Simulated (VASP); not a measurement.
Crystal: NaF.

```
Na F
1.0
     2.85997    0.00000    0.00000
     0.00000    2.85997    0.00000
     0.00000    0.00000    2.85997
Na F
1 1
Direct
  0.00000 0.00000 0.00000
  0.50000 0.50000 0.50000
```

This cell differs from its parent crystal: strain +2.4%.

Program: VASP 6.6.1. Alike in all runs: task single point; potentials or basis VASP PAW PBE potentials, release 64 (Na_pv, F); no spin polarisation; cell as given; cutoff (eV) 520.

Q: Order these runs on this cell by their pressure, lowest first.
A. level PBE; k mesh 10 × 10 × 10; smearing fermi-dirac 0.02 eV
B. level HSE06; k mesh 6 × 6 × 6; smearing gaussian 0.01 eV; grid for exact exchange (PRECFOCK) Normal; share of exact exchange 0.25; screening parameter 0.2079 1/Å
C. level r2SCAN; k mesh 10 × 10 × 10; smearing gaussian 0.01 eV

A: C (-4.3 GPa), B (-1.9 GPa), A (0.1 GPa).

Caveats: the PAW data sets were made with another functional, which shifts forces and pressure a little (at least some runs); the cell stands under tension (at least some runs).
